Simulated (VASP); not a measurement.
# Re in VASP: single point with r2SCAN+D3(BJ)

Aim: the single point of Re with r2SCAN+D3(BJ).

All numbers are computed with VASP 6.6.1; they aren't measurements. Logs are shortened: lines on timing, memory, paths and dates and some standing lists are left out, and cuts for length are marked.

## (1) The cell of the first run

The cell holds a slab with vacuum, 2 atoms: a = 2.768 Å, b = 3.915 Å, c = 17.384 Å, α = 90.00°, β = 90.00°, γ = 90.00°.

## (2) Single point, r2SCAN+D3(BJ)

The input, POSCAR:

```
Re
1.0
    2.7683205747      0.0000000000      0.0000000000
    0.0000000000      3.9149965018      0.0000000000
    0.0000000000      0.0000000000     17.3842000000
Re
2
Direct
    0.2500000000      0.2500000000      0.4707734812
    0.7500000000      0.7500000000      0.5292265188
```

The input, INCAR.step1:

```
SYSTEM = Re
PREC = Accurate
ENCUT = 520
ISMEAR = -1
SIGMA = 0.08
LREAL = .False.
LASPH = .True.
NELM = 80
LDIPOL = .True.
IDIPOL = 3
DIPOL = 0.5 0.5 0.500
NBANDS = 14
GGA = PE
ALGO = Normal
EDIFF = 1E-4
LWAVE = .True.
LCHARG = .False.
```

The input, INCAR.step2:

```
SYSTEM = Re
PREC = Accurate
ENCUT = 520
EDIFF = 1E-6
ISMEAR = -1
SIGMA = 0.08
LREAL = .False.
LASPH = .True.
NELM = 80
ALGO = Normal
ISIF = 2
LWAVE = .False.
LCHARG = .False.
LDIPOL = .True.
IDIPOL = 3
DIPOL = 0.5 0.5 0.500
METAGGA = R2SCAN
LMIXTAU = .True.
IVDW = 12
VDW_S6 = 1.0
VDW_S8 = 0.78981345
VDW_A1 = 0.49484001
VDW_A2 = 5.73083694
NBANDS = 14
ISTART = 1
```

The input, KPOINTS:

```
regular mesh
0
Gamma
  15 11 1
  0 0 0
```

Potentials or basis: VASP PAW PBE potentials, release 64 (Re).

Started as:

```console
$ cat potpaw_PBE.64/Re/POTCAR > POTCAR
$ cp INCAR.step1 INCAR
$ mpirun -np 1 vasp_std > vasp.out
$ cp INCAR.step2 INCAR
$ mpirun -np 1 vasp_std > vasp.out
```

OUTCAR:

```text
SYSTEM = Re
   PREC = Accurate
   ENCUT = 520
   EDIFF = 1E-6
   ISMEAR = -1
   LREAL = .False.
   LASPH = .True.
   NELM = 80
   ISIF = 2
   METAGGA = R2SCAN
   IVDW = 12
   ISTART = 1
 IVDW          = 12

 ion  position               nearest neighbor table
   1  0.250  0.250  0.471-   2 2.60   2 2.60   2 2.60   2 2.60
   2  0.750  0.750  0.529-   1 2.60   1 2.60   1 2.60   1 2.60

  LATTYP: Found a simple orthorhombic cell.
 ALAT       =     2.7683205747
 B/A-ratio  =     1.4142135624
 C/A-ratio  =     6.2796917954

  Lattice vectors:

 A1 = (   2.7683205747,   0.0000000000,   0.0000000000)
 A2 = (   0.0000000000,   3.9149965018,   0.0000000000)
 A3 = (   0.0000000000,   0.0000000000,  17.3842000000)

Analysis of symmetry for initial positions (statically):
=====================================================================
 Subroutine PRICEL returns:
 Original cell was already a primitive cell.

 Routine SETGRP: Setting up the symmetry group for a
 simple orthorhombic supercell.

 Subroutine GETGRP returns: Found  8 space group operations
 (whereof  2 operations were pure point group operations)
 out of a pool of  8 trial point group operations.

The static configuration has the point symmetry S_2 .
 The point group associated with its full space group is D_2h.

Analysis of symmetry for dynamics (positions and initial velocities):
=====================================================================
 Subroutine PRICEL returns:
 Original cell was already a primitive cell.

 Routine SETGRP: Setting up the symmetry group for a
 simple orthorhombic supercell.

 Subroutine GETGRP returns: Found  8 space group operations
 (whereof  2 operations were pure point group operations)
 out of a pool of  8 trial point group operations.

The dynamic configuration has the point symmetry S_2 .
 The point group associated with its full space group is D_2h.

 Subroutine INISYM returns: Found  8 space group operations
 (whereof  2 operations are pure point group operations),
 and found     1 'primitive' translations

----------------------------------------------------------------------------------------

                                     Primitive cell

  volume of cell :     188.4094

  direct lattice vectors                    reciprocal lattice vectors
     2.768320575  0.000000000  0.000000000     0.361229841  0.000000000  0.000000000
     0.000000000  3.914996502  0.000000000     0.000000000  0.255428070  0.000000000
     0.000000000  0.000000000 17.384200000     0.000000000  0.000000000  0.057523498

  length of vectors
     2.768320575  3.914996502 17.384200000     0.361229841  0.255428070  0.057523498

  position of ions in fractional coordinates (direct lattice)
     0.250000000  0.250000000  0.470773481
     0.750000000  0.750000000  0.529226519

  ion indices of the primitive-cell ions
   primitive index   ion index
                 1           1
                 2           2

----------------------------------------------------------------------------------------

 KPOINTS: regular mesh

Automatic generation of k-mesh.
 Grid dimensions read from file:
 generate k-points for:   15   11    1

 Generating k-lattice:

  Cartesian coordinates                     Fractional coordinates (reciprocal lattice)
     0.024081989  0.000000000  0.000000000     0.066666667  0.000000000  0.000000000
     0.000000000  0.023220734  0.000000000     0.000000000  0.090909091  0.000000000
     0.000000000  0.000000000  0.057523498     0.000000000  0.000000000  1.000000000

  Length of vectors
     0.024081989  0.023220734  0.057523498

  Shift w.r.t. Gamma in fractional coordinates (k-lattice)
     0.000000000  0.000000000  0.000000000

 Subroutine IBZKPT returns following result:
 ===========================================

 Found     48 irreducible k-points:

 Following reciprocal coordinates:
            Coordinates               Weight
  0.000000  0.000000  0.000000      1.000000
  0.066667  0.000000  0.000000      2.000000
  0.133333  0.000000  0.000000      2.000000
  0.200000  0.000000  0.000000      2.000000
  0.266667  0.000000  0.000000      2.000000
  0.333333  0.000000  0.000000      2.000000
[... 16 lines left out ...]
  0.400000  0.181818  0.000000      4.000000
  0.466667  0.181818  0.000000      4.000000
 [... further k-points ...]
   k-points           NKPTS =     48   k-points in BZ     NKDIM =     48   number of bands    NBANDS=     14
   number of dos      NEDOS =    301   number of ions     NIONS =      2
   total plane-waves  NPLWV = 100800
   dimension x,y,z NGX =    24 NGY =   30 NGZ =  140
   dimension x,y,z NGXF=    48 NGYF=   60 NGZF=  280
   ions per type =               2
   NGX,Y,Z   is equivalent  to a cutoff of  14.41, 12.74, 13.39 a.u.
   NGXF,Y,Z  is equivalent  to a cutoff of  28.83, 25.48, 26.78 a.u.
 SYSTEM =  Re
   PREC   = accura    normal or accurate (medium, high low for compatibility)
   ISTART =      1    job   : 0-new  1-cont  2-samecut
   ICHARG =      0    charge: 1-file 2-atom 10-const
   ISPIN  =      1    spin polarized calculation?
   LNONCOLLINEAR =      F non collinear calculations
   LSORBIT =      F    spin-orbit coupling
   LASPH  =      T    aspherical Exc in radial PAW
   ENCUT  =  520.0 eV  38.22 Ry    6.18 a.u.   5.15  7.28 32.32*2*pi/ulx,y,z
   NELM   =     80;   NELMIN=  2; NELMDL=  0     # of ELM steps
   EDIFF  = 0.1E-05   stopping-criterion for ELM
   LREAL  =      F    real-space projection
   EDIFFG = 0.1E-04   stopping-criterion for IOM
   NSW    =      0    number of steps for IOM
   IBRION =     -1    ionic relax: 0-MD 1-quasi-New 2-CG
   NFREE  =      0    steps in history (QN), initial steepest desc. (CG)
   ISIF   =      2    stress and relaxation
   ISYM   =      2    0-nonsym 1-usesym 2-fastsym
   POTIM  = 0.5000    time-step for ionic-motion
   TEBEG  =    0.0;   TEEND  =   0.0 temperature during run
   PSTRESS=    0.0 pullay stress
   NELECT =      14.0000    total number of electrons
   NUPDOWN=      -1.0000    fix difference up-down
   EMIN   =  10.00;   EMAX   =-10.00  energy-range for DOS
   EFERMI =   0.00;   METHOD = LEGACY
   ISMEAR =    -1;   SIGMA  =   0.08  broadening in eV -4-tet -1-fermi 0-gaus
   EFERMI_NEDOS =   21; number of points for ismear=-14 and -15
   IALGO  =     38    algorithm
   IMIX   =      4    mixing-type and parameters
     AMIX     =   0.40;   BMIX     =  1.00
     AMIX_MAG =   1.60;   BMIX_MAG =  1.00
  volume/ion in A,a.u.               =      94.20       635.72
  Fermi-wavevector in a.u.,A,eV,Ry     =   0.688256  1.300615  6.445030  0.473696
  Thomas-Fermi vector in A             =   1.769004
   LORBIT       =      0    0 simple, 1 ext, 2 COOP (PROOUT), +10 PAW based schemes
   METAGGA = R2SCAN    functional components
   LHFCALC =     F    Hartree Fock is set to
   AEXX    =    0.0000 exact exchange contribution
   IVDW    =    12    specifies the selected vdW correction
   LEPSILON=     F    determine dielectric tensor
   LRPA    =     F    only Hartree local field effects (RPA)
 non-spin polarized calculation
  energy-cutoff  :      520.00
  volume of cell :      188.41
 maximum number of plane-waves:      5112
 NGX is ok and might be reduce to    24
   NGX = 11   NGY = 15   NGZ = 65

 number of electron      14.0000001 magnetization

 dipolmoment           0.000000      0.000000     -0.000000 electrons x Angstroem

 Free energy of the ion-electron system (eV)
  ---------------------------------------------------
  ext. energy  EPLUGINS =         0.00000000
  ---------------------------------------------------
  free energy    TOTEN  =      -100.22908541 eV

  energy without entropy =     -100.15951994  energy(sigma->0) =     -100.19430267

 E-fermi :  -2.7536     XC(G=0):  -3.5159

 val. band max:       -2.7734215673   @ k =   0.0667   0.0909   0.0000
 cond. band min:      -2.7496782499   @ k =   0.0667   0.4545   0.0000
 fundamental gap:      0.0237433175
 Fermi energy:        -2.7535589306

 k-point     1 :       0.0000    0.0000    0.0000
  band No.  band energies     occupation
      1      -9.9791      2.00000
      2      -8.1098      2.00000
      3      -5.4302      2.00000
      4      -3.8684      2.00000
      5      -3.8451      2.00000
      6      -3.8090      2.00000
      7      -3.4058      1.99942
      8      -2.6483      0.42320
      9      -2.4518      0.04496
     10      -1.4079      0.00000
     11      -1.0533      0.00000
     12       1.6475      0.00000
     13       1.8543      0.00000
     14       2.3561      0.00000

 k-point     2 :       0.0667    0.0000    0.0000
  band No.  band energies     occupation
      1      -9.8256      2.00000
      2      -7.9407      2.00000
      3      -5.4520      2.00000
      4      -4.4010      2.00000
      5      -3.9390      2.00000
      6      -3.7328      1.99999
      7      -2.8750      1.64050
      8      -2.7429      0.93327
      9      -2.7099      0.73398
     10      -1.2363      0.00000
     11      -0.8361      0.00000
     12       1.3840      0.00000
     13       1.7217      0.00000
     14       2.4529      0.00000

 k-point     3 :       0.1333    0.0000    0.0000
  band No.  band energies     occupation
      1      -9.3861      2.00000
      2      -7.4731      2.00000
      3      -5.5062      2.00000
      4      -5.0755      2.00000
      5      -4.2235      2.00000
      6      -3.6836      1.99998
      7      -3.0286      1.93774
      8      -2.8851      1.67623
      9      -2.1994      0.00196
     10      -0.8273      0.00000
     11      -0.4321      0.00000
     12       0.7356      0.00000
     13       1.9426      0.00000
     14       2.7374      0.00000

 k-point     4 :       0.2000    0.0000    0.0000
  band No.  band energies     occupation
      1      -8.7271      2.00000
      2      -6.8954      2.00000
      3      -5.6852      2.00000
      4      -5.4677      2.00000
      5      -4.6785      2.00000
      6      -4.1093      2.00000
      7      -2.9119      1.75724
      8      -2.7076      0.72036
      9      -1.5704      0.00000
     10      -0.2801      0.00000
     11      -0.0236      0.00000
     12       0.3114      0.00000
     13       2.3081      0.00000
     14       3.1970      0.00000

 k-point     5 :       0.2667    0.0000    0.0000
  band No.  band energies     occupation
      1      -7.9764      2.00000
      2      -6.6636      2.00000
      3      -6.1841      2.00000
      4      -5.2303      2.00000
      5      -4.9586      2.00000
      6      -4.5574      2.00000
      7      -2.7771      1.14594
      8      -2.1047      0.00060
      9      -1.0170      0.00000
     10       0.1197      0.00000
     11       0.3832      0.00000
[... 276 lines left out ...]
 k-point    22 :       0.3333    0.1818    0.0000
  band No.  band energies     occupation
      1      -7.2470      2.00000
      2      -6.6551      2.00000
      3      -6.1913      2.00000
      4      -5.5258      2.00000
      5      -4.4244      2.00000
      6      -4.1711      2.00000
      7      -2.6710      0.52536
      8      -2.1263      0.00079
      9      -0.7026      0.00000
     10      -0.5738      0.00000
     11       0.6754      0.00000
     12       1.8451      0.00000
     13       3.8388      0.00000
     14       4.8898      0.00000

 k-point    23 :       0.4000    0.1818    0.0000
  band No.  band energies     occupation
      1      -7.1716      2.00000
      2      -6.8941      2.00000
      3      -6.2358      2.00000
      4      -5.9161      2.00000
      5      -4.1079      2.00000
      6      -3.5948      1.99995
      7      -2.1979      0.00192
      8      -1.8075      0.00001
      9      -0.5180      0.00000
     10      -0.2498      0.00000
     11       1.3299      0.00000
     12       2.5600      0.00000
     13       4.6066      0.00000
     14       4.9076      0.00000

 k-point    24 :       0.4667    0.1818    0.0000
  band No.  band energies     occupation
      1      -7.1550      2.00000
      2      -7.0680      2.00000
      3      -6.2623      2.00000
      4      -6.1721      2.00000
      5      -3.6529      1.99997
      6      -3.4257      1.99955
      7      -1.8132      0.00002
      8      -1.6817      0.00000
      9      -0.3665      0.00000
     10      -0.2667      0.00000
     11       2.3391      0.00000
     12       3.0809      0.00000
     13       4.1848      0.00000
     14       4.7265      0.00000

 [... further k-points ...]

------------------------ aborting loop because EDIFF is reached ----------------------------------------

 vacuum level on the upper side and lower side of the slab       (xc-potential included)        -0.152        -0.152

 Edisp (eV)   -0.24031

 E8    (eV) :    -0.1041

  FORCE on cell =-STRESS in cart. coord.  units (eV):
  Direction    XX          YY          ZZ          XY          YZ          ZX
  --------------------------------------------------------------------------------------
  -------------------------------------------------------------------------------------
  Total      -1.17988    -4.44951     0.17433     0.00000     0.00000     0.00000
  in kB     -10.03334   -37.83728     1.48248     0.00000     0.00000     0.00000
  external pressure =      -15.46 kB  Pullay stress =        0.00 kB

 VOLUME and BASIS-vectors are now :
 -----------------------------------------------------------------------------
  energy-cutoff  :      520.00
  volume of cell :      188.41
      direct lattice vectors                 reciprocal lattice vectors
     2.768320575  0.000000000  0.000000000     0.361229841  0.000000000  0.000000000
     0.000000000  3.914996502  0.000000000     0.000000000  0.255428070  0.000000000
     0.000000000  0.000000000 17.384200000     0.000000000  0.000000000  0.057523498

 POSITION                                       TOTAL-FORCE (eV/Angst)
 -----------------------------------------------------------------------------------
      0.69208      0.97875      8.18402         0.000000      0.000000     -0.200637
      2.07624      2.93625      9.20018         0.000000     -0.000000      0.200637
 -----------------------------------------------------------------------------------
    total drift:                                0.000000      0.000000     -0.000000

  FREE ENERGIE OF THE ION-ELECTRON SYSTEM (eV)
  ---------------------------------------------------
  free  energy   TOTEN  =      -100.4693904350 eV

  energy  without entropy=     -100.3998249682  energy(sigma->0) =     -100.43460770

 vacuum level on the upper side and lower side of the slab         1.877         1.877
```

It took 13 min on 1 thread of AMD EPYC 9755, shared host; peak memory 0.37 GiB.

What came out:

- Free energy: -100.4694 eV
- Largest force: 0.201 eV/Å
- Band gap on the k mesh: zero (bands 7 and 8 overlap by 1.86 eV)
- Dispersion energy per atom: -0.120 eV

Forces in eV/Å, atoms in the order of the input:
```
Re   0.000  0.000 -0.201
Re   0.000  0.000  0.201
```

Caveat: three body term missing; the PAW data sets were made with another functional, which shifts forces and pressure a little; spin-orbit coupling is left out, which moves the levels of the heavy elements.

The gap in the log of VASP goes by the Fermi energy; the results here count the filled bands.